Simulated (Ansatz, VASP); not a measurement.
# One calculation of Al, two programs

```
Al
1.0
     2.83628    0.00000   -0.10636
    -1.41814    2.45629    0.05318
    -0.34958    0.00000    9.32215
Al
4
Direct
  0.00000 0.00000 0.00000
  0.33333 0.66667 0.25000
  0.00000 0.00000 0.50000
  0.66667 0.33333 0.75000
```

Change from the starting cell: strain -0.0750 x Voigt [0, 0, 0, 0, 1, 0], atoms carried along.

Alike in both runs: task single point; functional PBEsol; k mesh 18 × 18 × 6; occupations gaussian, width 0.15 eV; no spin polarisation.

|  | VASP | Ansatz |
| --- | --- | --- |
| version | VASP 6.6.1 | Ansatz 0.2.0 |
| potentials or method | VASP PAW PBE potentials, release 64 (Al), cutoff 520 eV | scalar-relativistic, plane waves, PAW |
| valence electrons in the cell | 12 | 12 |

VASP gave:

```
gap on the k mesh at the Fermi level (eV)                     : none
pressure (GPa)                                                : 0.5
traceless stress, the component that is largest in VASP (GPa) : 2.08
rms of the force components (eV/Å)                            : 0.013
```

Question: Estimate Ansatz's values.

Answer: gap on the k mesh at the Fermi level (eV): none; pressure (GPa): 0.4; traceless stress, the component that is largest in VASP (GPa): 2.07; rms of the force components (eV/Å): 0.013.

VASP's potentials were made for PBE, not for PBEsol. Atom by atom the forces differ by 0.000 eV/Å (rms over components). A gap of «none» marks a metal or a gap that the smearing closes.
